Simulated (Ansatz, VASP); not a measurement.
## Sn3Se: VASP beside Ansatz

```
Sn Se
1.0
     4.74188    0.00000    0.00000
     0.00000    4.74188    0.00000
     0.00000    0.00000    4.74188
Sn Se
3 1
Direct
  0.50000 0.50000 0.00000
  0.50000 0.00000 0.50000
  0.00000 0.50000 0.50000
  0.00000 0.00000 0.00000
```

Alike in both runs: functional PBEsol; k mesh 6 × 6 × 6; occupations fermi-dirac, width 0.05 eV; no spin polarisation.

|  | VASP | Ansatz |
| --- | --- | --- |
| version | VASP 6.6.1 | Ansatz 0.2.0 |
| potentials or method | VASP PAW PBE potentials, release 64 (Sn_d, Se), cutoff 520 eV | all-electron LAPW, scalar-relativistic |
| task | single point | band structure |

Ansatz gave:

```
gap on the k mesh at the Fermi level (eV) : none
pressure (GPa)                            : -2.6
```

Question: Estimate VASP's values.

Answer: gap on the k mesh at the Fermi level (eV): none; pressure (GPa): -2.7.

VASP's potentials were made for PBE, not for PBEsol. A gap of «none» marks a metal or a gap that the smearing closes. Ansatz ran all-electron here, and VASP with PAW potentials.
